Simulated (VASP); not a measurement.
# BaBr (P-6m2) in VASP: notebook

Runs on BaBr. Level: PBE. Tasks: single point, relaxation of cell and atoms.

Program: VASP 6.6.1. These are calculated values, not measurements. Logs are shortened: lines on timing, memory, paths and dates and some standing lists are left out, and cuts for length are marked.

### Step 1. The cell of the first run

The structure is hexagonal, space group P-6m2 (No. 187). The conventional cell has a = 4.296 Å, b = 4.296 Å, c = 4.780 Å, α = 90.00°, β = 90.00°, γ = 120.00°. Ba (site symmetry -6m2) has 6 Br at 3.44 Å and 6 Ba at 4.30 Å within 4.5 Å. Br (site symmetry -6m2) has 6 Ba at 3.44 Å and 6 Br at 4.30 Å within 4.5 Å.

The cell was built from a structure type or drawn by symmetry, and may not be a known phase.

### Step 2. Single point, PBE

Contents of INCAR:

```
SYSTEM = BaBr
PREC = Accurate
ENCUT = 520
EDIFF = 1E-6
ISMEAR = 0
SIGMA = 0.1
LREAL = .False.
LASPH = .True.
NELM = 100
ALGO = Normal
ISIF = 2
LWAVE = .False.
LCHARG = .False.
GGA = PE
NBANDS = 16
```

Contents of KPOINTS:

```
regular mesh
0
Gamma
  18 18 12
  0 0 0
```

Contents of POSCAR:

```
BaBr
1.0
    4.2955941458      0.0000000000      0.0000000000
   -2.1477970729      3.7200936546      0.0000000000
    0.0000000000      0.0000000000      4.7804765013
Ba Br
1 1
Direct
    0.6666666667      0.3333333333      0.5000000000
    0.0000000000      0.0000000000      0.0000000000
```

Potentials or basis: VASP PAW PBE potentials, release 64 (Ba_sv, Br).

Run with:

```console
$ cat potpaw_PBE.64/Ba_sv/POTCAR potpaw_PBE.64/Br/POTCAR > POTCAR
$ mpirun -np 1 vasp_std > vasp.out
```

OUTCAR:

```text
SYSTEM = BaBr
   PREC = Accurate
   ENCUT = 520
   EDIFF = 1E-6
   ISMEAR = 0
   LREAL = .False.
   LASPH = .True.
   NELM = 100
   ISIF = 2
   GGA = PE

 ion  position               nearest neighbor table
   1  0.667  0.333  0.500-   2 3.44   2 3.44   2 3.44   2 3.44   2 3.44   2 3.44
   2  0.000  0.000  0.000-   1 3.44   1 3.44   1 3.44   1 3.44   1 3.44   1 3.44

  LATTYP: Found a hexagonal cell.
 ALAT       =     4.2955941458
 C/A-ratio  =     1.1128789963

  Lattice vectors:

 A1 = (   4.2955941458,   0.0000000000,   0.0000000000)
 A2 = (  -2.1477970729,   3.7200936546,   0.0000000000)
 A3 = (   0.0000000000,   0.0000000000,   4.7804765013)

Analysis of symmetry for initial positions (statically):
=====================================================================
 Subroutine PRICEL returns:
 Original cell was already a primitive cell.

 Routine SETGRP: Setting up the symmetry group for a
 hexagonal supercell.

 Subroutine GETGRP returns: Found 12 space group operations
 (whereof 12 operations were pure point group operations)
 out of a pool of 24 trial point group operations.

The static configuration has the point symmetry D_3h.

Analysis of symmetry for dynamics (positions and initial velocities):
=====================================================================
 Subroutine PRICEL returns:
 Original cell was already a primitive cell.

 Routine SETGRP: Setting up the symmetry group for a
 hexagonal supercell.

 Subroutine GETGRP returns: Found 12 space group operations
 (whereof 12 operations were pure point group operations)
 out of a pool of 24 trial point group operations.

The dynamic configuration has the point symmetry D_3h.

 Subroutine INISYM returns: Found 12 space group operations
 (whereof 12 operations are pure point group operations),
 and found     1 'primitive' translations

----------------------------------------------------------------------------------------

                                     Primitive cell

  volume of cell :      76.3921

  direct lattice vectors                    reciprocal lattice vectors
     4.295594146  0.000000000  0.000000000     0.232796667  0.134405218  0.000000000
    -2.147797073  3.720093655  0.000000000     0.000000000  0.268810437  0.000000000
     0.000000000  0.000000000  4.780476501     0.000000000  0.000000000  0.209184168

  length of vectors
     4.295594146  4.295594146  4.780476501     0.268810437  0.268810437  0.209184168

  position of ions in fractional coordinates (direct lattice)
     0.666666667  0.333333333  0.500000000
     0.000000000  0.000000000  0.000000000

  ion indices of the primitive-cell ions
   primitive index   ion index
                 1           1
                 2           2

----------------------------------------------------------------------------------------

 KPOINTS: regular mesh

Automatic generation of k-mesh.
 Grid dimensions read from file:
 generate k-points for:   18   18   12

 Generating k-lattice:

  Cartesian coordinates                     Fractional coordinates (reciprocal lattice)
     0.012933148  0.007466957  0.000000000     0.055555556  0.000000000  0.000000000
     0.000000000  0.014933913  0.000000000     0.000000000  0.055555556  0.000000000
     0.000000000  0.000000000  0.017432014     0.000000000  0.000000000  0.083333333

  Length of vectors
     0.014933913  0.014933913  0.017432014

  Shift w.r.t. Gamma in fractional coordinates (k-lattice)
     0.000000000  0.000000000  0.000000000

 Subroutine IBZKPT returns following result:
 ===========================================

 Found    259 irreducible k-points:

 Following reciprocal coordinates:
            Coordinates               Weight
  0.000000  0.000000  0.000000      1.000000
  0.055556 -0.000000  0.000000      6.000000
  0.111111 -0.000000  0.000000      6.000000
  0.166667 -0.000000  0.000000      6.000000
  0.222222  0.000000  0.000000      6.000000
  0.277778  0.000000  0.000000      6.000000
[... 16 lines left out ...]
  0.333333  0.111111  0.000000     12.000000
  0.388889  0.111111  0.000000     12.000000
 [... further k-points ...]
   k-points           NKPTS =    259   k-points in BZ     NKDIM =    259   number of bands    NBANDS=     16
   number of dos      NEDOS =    301   number of ions     NIONS =      2
   total plane-waves  NPLWV =  36864
   dimension x,y,z NGX =    32 NGY =   32 NGZ =   36
   dimension x,y,z NGXF=    64 NGYF=   64 NGZF=   72
   ions per type =               1   1
   NGX,Y,Z   is equivalent  to a cutoff of  12.38, 12.38, 12.52 a.u.
   NGXF,Y,Z  is equivalent  to a cutoff of  24.77, 24.77, 25.04 a.u.
 SYSTEM =  BaBr
   PREC   = accura    normal or accurate (medium, high low for compatibility)
   ISTART =      0    job   : 0-new  1-cont  2-samecut
   ICHARG =      2    charge: 1-file 2-atom 10-const
   ISPIN  =      1    spin polarized calculation?
   LNONCOLLINEAR =      F non collinear calculations
   LSORBIT =      F    spin-orbit coupling
   LASPH  =      T    aspherical Exc in radial PAW
   ENCUT  =  520.0 eV  38.22 Ry    6.18 a.u.   7.99  7.99  8.89*2*pi/ulx,y,z
   NELM   =    100;   NELMIN=  2; NELMDL= -5     # of ELM steps
   EDIFF  = 0.1E-05   stopping-criterion for ELM
   LREAL  =      F    real-space projection
   EDIFFG = 0.1E-04   stopping-criterion for IOM
   NSW    =      0    number of steps for IOM
   IBRION =     -1    ionic relax: 0-MD 1-quasi-New 2-CG
   NFREE  =      0    steps in history (QN), initial steepest desc. (CG)
   ISIF   =      2    stress and relaxation
   ISYM   =      2    0-nonsym 1-usesym 2-fastsym
   POTIM  = 0.5000    time-step for ionic-motion
   TEBEG  =    0.0;   TEEND  =   0.0 temperature during run
   PSTRESS=    0.0 pullay stress
   NELECT =      17.0000    total number of electrons
   NUPDOWN=      -1.0000    fix difference up-down
   EMIN   =  10.00;   EMAX   =-10.00  energy-range for DOS
   EFERMI =   0.00;   METHOD = LEGACY
   ISMEAR =     0;   SIGMA  =   0.10  broadening in eV -4-tet -1-fermi 0-gaus
   EFERMI_NEDOS =   21; number of points for ismear=-14 and -15
   IALGO  =     38    algorithm
   IMIX   =      4    mixing-type and parameters
     AMIX     =   0.40;   BMIX     =  1.00
     AMIX_MAG =   1.60;   BMIX_MAG =  1.00
  volume/ion in A,a.u.               =      38.20       257.76
  Fermi-wavevector in a.u.,A,eV,Ry     =   0.992069  1.874738 13.390855  0.984200
  Thomas-Fermi vector in A             =   2.123854
   LORBIT       =      0    0 simple, 1 ext, 2 COOP (PROOUT), +10 PAW based schemes
   GGA     = PE    functional components
   LHFCALC =     F    Hartree Fock is set to
   AEXX    =    0.0000 exact exchange contribution
   IVDW    =     0    specifies the selected vdW correction
   LEPSILON=     F    determine dielectric tensor
   LRPA    =     F    only Hartree local field effects (RPA)
 non-spin polarized calculation
 Gauss-broadening in eV      SIGMA  =   0.10
  energy-cutoff  :      520.00
  volume of cell :       76.39
 maximum number of plane-waves:      2082
 NGX is ok and might be reduce to    32
   NGX = 15   NGY = 15   NGZ = 17

 number of electron      16.9999997 magnetization

 Free energy of the ion-electron system (eV)
  ---------------------------------------------------
  ext. energy  EPLUGINS =         0.00000000
  ---------------------------------------------------
  free energy    TOTEN  =        -6.56125090 eV

  energy without entropy =       -6.54708351  energy(sigma->0) =       -6.55416721

 E-fermi :   3.8346     XC(G=0):  -8.3479

 val. band max:        3.8272851121   @ k =   0.3333  -0.0000   0.5000
 cond. band min:       3.8347104787   @ k =   0.3333   0.0556   0.4167
 fundamental gap:      0.0074253667
 Fermi energy:         3.8346169608

 k-point     1 :       0.0000    0.0000    0.0000
  band No.  band energies     occupation
      1     -25.4120      2.00000
      2     -13.2672      2.00000
      3     -10.6896      2.00000
      4     -10.3687      2.00000
      5     -10.3687      2.00000
      6      -1.1598      2.00000
[... 8 lines left out ...]
     15       9.3432      0.00000
     16      10.2958      0.00000

 k-point     2 :       0.0556   -0.0000    0.0000
  band No.  band energies     occupation
      1     -25.4106      2.00000
      2     -13.2678      2.00000
      3     -10.6861      2.00000
      4     -10.3785      2.00000
      5     -10.3728      2.00000
      6      -1.1735      2.00000
[... 8 lines left out ...]
     15       9.4062      0.00000
     16      10.3397      0.00000

 k-point     3 :       0.1111   -0.0000    0.0000
  band No.  band energies     occupation
      1     -25.4063      2.00000
      2     -13.2697      2.00000
      3     -10.6758      2.00000
      4     -10.4064      2.00000
      5     -10.3846      2.00000
      6      -1.2127      2.00000
[... 8 lines left out ...]
     15       9.4553      0.00000
     16      10.5566      0.00000

 k-point     4 :       0.1667   -0.0000    0.0000
  band No.  band energies     occupation
      1     -25.3999      2.00000
      2     -13.2729      2.00000
      3     -10.6600      2.00000
      4     -10.4480      2.00000
      5     -10.4025      2.00000
      6      -1.2870      2.00000
[... 8 lines left out ...]
     15       9.4015      0.00000
     16      10.4829      0.00000

 k-point     5 :       0.2222    0.0000    0.0000
  band No.  band energies     occupation
      1     -25.3919      2.00000
      2     -13.2775      2.00000
      3     -10.6405      2.00000
      4     -10.4971      2.00000
      5     -10.4244      2.00000
      6      -1.5227      2.00000
[... 8 lines left out ...]
     15       9.3569      0.00000
     16      10.4506      0.00000

 k-point     6 :       0.2778    0.0000    0.0000
  band No.  band energies     occupation
      1     -25.3834      2.00000
      2     -13.2832      2.00000
      3     -10.6195      2.00000
      4     -10.5470      2.00000
      5     -10.4474      2.00000
      6      -1.7444      2.00000
[... 8 lines left out ...]
     15       9.4064      0.00000
     16      10.5940      0.00000

 k-point     7 :       0.3333   -0.0000    0.0000
  band No.  band energies     occupation
      1     -25.3754      2.00000
      2     -13.2893      2.00000
      3     -10.5996      2.00000
      4     -10.5919      2.00000
      5     -10.4689      2.00000
      6      -1.9324      2.00000
[... 8 lines left out ...]
     15       9.5518      0.00000
     16      10.8560      0.00000

 k-point     8 :       0.3889   -0.0000    0.0000
  band No.  band energies     occupation
      1     -25.3689      2.00000
      2     -13.2948      2.00000
      3     -10.6269      2.00000
      4     -10.5833      2.00000
      5     -10.4862      2.00000
      6      -2.0741      2.00000
[... 8 lines left out ...]
     15       9.6489      0.00000
     16      11.1635      0.00000

 k-point     9 :       0.4444    0.0000    0.0000
  band No.  band energies     occupation
      1     -25.3646      2.00000
      2     -13.2987      2.00000
      3     -10.6491      2.00000
      4     -10.5725      2.00000
      5     -10.4975      2.00000
      6      -2.1619      2.00000
[... 8 lines left out ...]
     15       9.4828      0.00000
     16      11.2795      0.00000
[... 172 lines left out ...]
 k-point    19 :       0.1111    0.1111    0.0000
  band No.  band energies     occupation
      1     -25.3963      2.00000
      2     -13.2747      2.00000
      3     -10.6512      2.00000
      4     -10.4714      2.00000
      5     -10.4118      2.00000
      6      -1.3804      2.00000
[... 8 lines left out ...]
     15       9.3804      0.00000
     16      10.3951      0.00000

 k-point    20 :       0.1667    0.1111    0.0000
  band No.  band energies     occupation
      1     -25.3888      2.00000
      2     -13.2791      2.00000
      3     -10.6328      2.00000
      4     -10.5188      2.00000
      5     -10.4309      2.00000
      6      -1.5746      2.00000
[... 8 lines left out ...]
     15       9.3527      0.00000
     16      10.3798      0.00000

 k-point    21 :       0.2222    0.1111    0.0000
  band No.  band energies     occupation
      1     -25.3808      2.00000
      2     -13.2841      2.00000
      3     -10.6131      2.00000
      4     -10.5683      2.00000
      5     -10.4502      2.00000
      6      -1.7593      2.00000
[... 8 lines left out ...]
     15       9.4052      0.00000
     16      10.5029      0.00000

 k-point    22 :       0.2778    0.1111    0.0000
  band No.  band energies     occupation
      1     -25.3733      2.00000
      2     -13.2894      2.00000
      3     -10.6141      2.00000
      4     -10.5943      2.00000
      5     -10.4675      2.00000
      6      -1.9174      2.00000
[... 8 lines left out ...]
     15       9.5446      0.00000
     16      10.7382      0.00000

 k-point    23 :       0.3333    0.1111    0.0000
  band No.  band energies     occupation
      1     -25.3671      2.00000
      2     -13.2941      2.00000
      3     -10.6509      2.00000
      4     -10.5789      2.00000
      5     -10.4810      2.00000
      6      -2.0374      2.00000
[... 8 lines left out ...]
     15       9.6417      0.00000
     16      11.0271      0.00000

 k-point    24 :       0.3889    0.1111    0.0000
  band No.  band energies     occupation
      1     -25.3631      2.00000
      2     -13.2973      2.00000
      3     -10.6747      2.00000
      4     -10.5688      2.00000
      5     -10.4894      2.00000
      6      -2.1120      2.00000
[... 8 lines left out ...]
     15       9.5102      0.00000
     16      11.1122      0.00000

 [... further k-points ...]

------------------------ aborting loop because EDIFF is reached ----------------------------------------

  FORCE on cell =-STRESS in cart. coord.  units (eV):
  Direction    XX          YY          ZZ          XY          YZ          ZX
  --------------------------------------------------------------------------------------
  -------------------------------------------------------------------------------------
  Total        0.1051209      0.1051209      0.1744022     -0.0000000      0.0000000      0.0000000
  in kB        2.2047084      2.2047084      3.6577518     -0.0000000      0.0000000      0.0000000
  external PRESSURE =       2.6890562 kB  Pullay stress =       0.0000000 kB

 VOLUME and BASIS-vectors are now :
 -----------------------------------------------------------------------------
  energy-cutoff  :      520.00
  volume of cell :       76.39
      direct lattice vectors                 reciprocal lattice vectors
     4.295594146  0.000000000  0.000000000     0.232796667  0.134405218  0.000000000
    -2.147797073  3.720093655  0.000000000     0.000000000  0.268810437  0.000000000
     0.000000000  0.000000000  4.780476501     0.000000000  0.000000000  0.209184168

 POSITION                                       TOTAL-FORCE (eV/Angst)
 -----------------------------------------------------------------------------------
      2.14780      1.24003      2.39024        -0.000000     -0.000000      0.000000
      0.00000      0.00000      0.00000         0.000000      0.000000      0.000000
 -----------------------------------------------------------------------------------
    total drift:                               -0.000000      0.000000      0.000000

  FREE ENERGIE OF THE ION-ELECTRON SYSTEM (eV)
  ---------------------------------------------------
  free  energy   TOTEN  =        -6.5612508993 eV

  energy  without entropy=       -6.5470835141  energy(sigma->0) =       -6.55416721
```

It took 6.6 min on 1 thread of Oxide Virtual Turin-like, shared host; peak memory 0.4 GiB.

What came out:

| Quantity | Value |
| --- | --- |
| Free energy | -6.5613 eV |
| Pressure | 0.3 GPa |
| Band gap on the k mesh | zero (an odd number of electrons rules out a gap without spin polarisation) |

Caveat: spin-orbit coupling is left out, which moves the levels of the heavy elements; an odd number of electrons without spin polarisation forces a metal; a magnetic or distorted state may lie lower.

### Step 3. Relaxation of cell and atoms, PBE

This run uses another cell than the first one, of 37.87 Å³/atom.

Contents of INCAR:

```
SYSTEM = BaBr
PREC = Accurate ; ENCUT = 600
EDIFF = 1E-7 ; ISMEAR = 0
SIGMA = 0.1 ; LREAL = .FALSE.
LASPH = .TRUE. ; NELM = 80
ALGO = Normal ; ISIF = 3
LWAVE = .FALSE. ; LCHARG = .FALSE.
GGA = PE ; IBRION = 2
NSW = 100 ; EDIFFG = -0.01
```

Contents of KPOINTS:

```
Automatic mesh
0
G
  18 18 12
  0 0 0
```

Contents of POSCAR:

```
BaBr
1.0
    4.2953505685      0.0000000000      0.0000000000
   -2.1476752843      3.7198827105      0.0000000000
    0.0000000000      0.0000000000      4.7407700128
Ba Br
1 1
Direct
    0.6666666667      0.3333333333      0.5000000000
    0.0000000000      0.0000000000      0.0000000000
```

Potentials or basis: VASP PAW PBE potentials, release 64 (Ba_sv, Br).

Run with:

```console
$ cat potpaw_PBE.64/Ba_sv/POTCAR potpaw_PBE.64/Br/POTCAR > POTCAR
$ mpirun -np 1 vasp_std > vasp.out
```

Wall time 28 min (1 thread of Oxide Virtual Turin-like, shared host); peak memory 0.47 GiB.

It converged, with:

* Free energy: -6.5624 eV
* Relaxed volume: 38.74 Å³/atom
* Relaxed cell: a = 4.309 Å, b = 4.309 Å, c = 4.819 Å, α = 90.00°, β = 90.00°, γ = 120.00°
* Space group after relaxing (to 0.1 Å): P-6m2 (No. 187)
* Energy gained by relaxing: 1.5 meV/atom
* Ionic steps: 6
* Pressure after relaxing: 0.0 GPa
* Band gap on the k mesh: zero (an odd number of electrons rules out a gap without spin polarisation)

The path:
| step | energy change (eV) | largest force (eV/Å) | pressure (GPa) | volume (Å³) |
| --- | --- | --- | --- | --- |
| 1 | 0.0000 | 0.0000 | 0.45 | 75.75 |
| 2 | -0.0025 | 0.0000 | 0.15 | 76.91 |
| 3 | -0.0029 | 0.0000 | -0.04 | 77.67 |
| 4 | -0.0029 | 0.0000 | -0.02 | 77.62 |
| 5 | -0.0030 | 0.0000 | -0.02 | 77.58 |
| 6 | -0.0031 | 0.0000 | 0.00 | 77.48 |

Final structure:
```
Ba Br
1.0
     4.30884    0.00000    0.00000
    -2.15442    3.73157    0.00000
     0.00000    0.00000    4.81857
Ba Br
1 1
Direct
  0.66667 0.33333 0.50000
  0.00000 0.00000 0.00000
```

Levels at points of the mesh, in eV from the Fermi level:
```
           k point  band 6  band 7  band 8  band 9  band 10  band 11  band 12
(0.00, 0.00, 0.00)   -4.97   -4.63   -4.63   -1.45     0.18     2.01     2.01
(0.50, 0.00, 0.00)   -5.96   -5.38   -4.74   -0.57     1.89     2.27     2.39
(0.00, 0.00, 0.50)   -6.05   -4.64   -4.64    0.29     1.32     1.32     2.20
(0.50, 0.00, 0.50)   -5.57   -5.41   -5.04    0.02     1.34     3.27     3.85
```

Caveat: spin-orbit coupling is left out, which moves the levels of the heavy elements; an odd number of electrons without spin polarisation forces a metal; a magnetic or distorted state may lie lower.
